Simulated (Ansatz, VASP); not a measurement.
# Two plane-wave programs on PbS

Contents of INCAR:

```
SYSTEM = PbS
  PREC = Accurate
  ENCUT = 520
  EDIFF = 1E-7
  ISMEAR = -1
  SIGMA = 0.05
  LREAL = .FALSE.
  LASPH = .TRUE.
  NELM = 80
  ALGO = Normal
  ISIF = 2
  LWAVE = .FALSE.
  LCHARG = .TRUE.
  GGA = PS
  LELF = .TRUE.
  LVHAR = .TRUE.
  NBANDS = 17
```

KPOINTS

```
regular mesh
0
G
  12 12 12
  0 0 0
```

The input POSCAR:

```
PbS
1.0
    0.0000000000      3.0369633553      3.0369633553
    3.0369633553      0.0000000000      3.0369633553
    3.0369633553      3.0369633553      0.0000000000
Pb S
1 1
Direct
    0.0000000000      0.0000000000      0.0000000000
    0.2500000000      0.2500000000      0.2500000000
```

Input for Ansatz:

```yaml
crystal:
  lattice:
    - [0.0, 3.0369633553, 3.0369633553]
    - [3.0369633553, 0.0, 3.0369633553]
    - [3.0369633553, 3.0369633553, 0.0]
  atoms:
    - { symbol: Pb, position: [0.0, 0.0, 0.0] }
    - { symbol: S, position: [0.25, 0.25, 0.25] }
kpoints:
  mp_grid: { grid: [12, 12, 12] }
scf:
  occupations: { method: fermi_dirac, width: 0.05 }
hamiltonian:
  xc: pbesol
  pseudopotentials: { kind: paw }
output:
  forces: true
  stress: true
  eigenvalues: true
  populations: true
  write_density: true
  write_potential: true
  elf: true
  volumetric_format: npy
```

Change from the starting cell: volume scaled by 0.8, PAW files.

Alike in both runs: task single point; functional PBEsol; k mesh 12 × 12 × 12; occupations fermi-dirac, width 0.05 eV; no spin polarisation.

|  | VASP | Ansatz |
| --- | --- | --- |
| version | VASP 6.6.1 | Ansatz 0.2.0 |
| potentials or method | VASP PAW PBE potentials, release 64 (Pb_d, S) | PAW with Ansatz's default frozen-core files, scalar-relativistic |
| plane-wave cutoff (eV) | 520 | 420 |
| valence electrons in the cell | 20 | 20 |

|  | VASP | Ansatz | Ansatz less VASP |
| --- | --- | --- | --- |
| pressure (GPa) | 13.5 | 13.5 | +0.03 |

VASP's potentials were made for PBE, not for PBEsol.

Spin-orbit coupling is off throughout.
